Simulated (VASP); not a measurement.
Runs of VASP 6.6.1 on SiO2. The structure is that of space group P4_2/mnm (No. 136), or close to it. The cells are those of the table. 

| task | cell | cutoff (eV) | smearing | gap on the mesh (eV) | pressure (GPa) | relaxed volume (Å³/atom) | largest force (eV/Å) |
| --- | --- | --- | --- | --- | --- | --- | --- |
| single point | a = 4.236, b = 4.236, c = 2.690 Å, 6 atoms | 520 | gaussian 0.02 eV | (a) | 0.2 | - | 0.02 |
| relaxation of cell and atoms | relaxed from a = 4.186, b = 4.186, c = 2.668 Å, 6 atoms | 600 | gaussian 0.1 eV | 5.04 | 0.2 | 8.03 | 0.02 |
| relaxation of cell and atoms | relaxed from a = 4.232, b = 4.232, c = 2.692 Å, 6 atoms | 600 | gaussian 0.02 eV | 5.04 | 0.0 | 8.03 | - |
| single point | a = 4.232, b = 4.232, c = 2.692 Å, 6 atoms | 520 | gaussian 0.1 eV | 5.04 | 0.5 | - | 0.04 |

Alike in all rows: level PBE; potentials or basis VASP PAW PBE potentials, release 64 (Si, O); no spin polarisation; k mesh 6 × 6 × 8.

Q: Estimate the missing entries.

A: (a) 5.03.

Caveats: the relaxation stopped at a loose force limit of 0.05 eV/Å, so its end isn't a converged minimum (at least some runs).

A k mesh can miss the band edges.
